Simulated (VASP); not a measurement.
A run of VASP 6.6.1 is set up as follows.

The input INCAR:

```
PREC     = Accurate       # precision mode
ENCUT    = 600            # plane-wave cutoff, eV
EDIFF    = 1E-6           # SCF threshold, eV
ISMEAR   = 0              # smearing method
SIGMA    = 0.1            # smearing width, eV
LREAL    = F              # projectors in reciprocal space
LASPH    = T              # aspherical terms in the spheres
NELM     = 120            # most SCF steps
ALGO     = Normal         # electronic algorithm
ISIF     = 2              # what is computed and relaxed
LWAVE    = F              # write WAVECAR
LCHARG   = T              # write CHGCAR
GGA      = PS             # functional
LELF     = T              # ELF
LVHAR    = T            
NBANDS   = 11             # bands
GGA_COMPAT= F
```

The input KPOINTS:

```
Automatic mesh
0
Gamma
  8 8 8
```

POSCAR

```
SiC
1.0
    0.0000000000      2.0881007700      2.0881007700
    2.0881007700      0.0000000000      2.0881007700
    2.0881007700      2.0881007700      0.0000000000
C Si
1 1
Direct
    0.0000000000      0.0000000000      0.0000000000
    0.5000000000      0.5000000000      0.5000000000
```

Potentials or basis: VASP PAW PBE potentials, release 64 (C, Si).

Launch:

```bash
$ cat potpaw_PBE.64/C/POTCAR potpaw_PBE.64/Si/POTCAR > POTCAR
$ mpirun -np 1 vasp_std > vasp.out
```

Problem. Predict the pressure.

Solution. -20.0 GPa.

Problem. Predict the band gap on the k mesh.

Solution. Zero (band 4 reaches 11.08 eV, above the bottom of band 5 at 9.46 eV).

Caveat: the PAW data sets were made with another functional, which shifts forces and pressure a little.
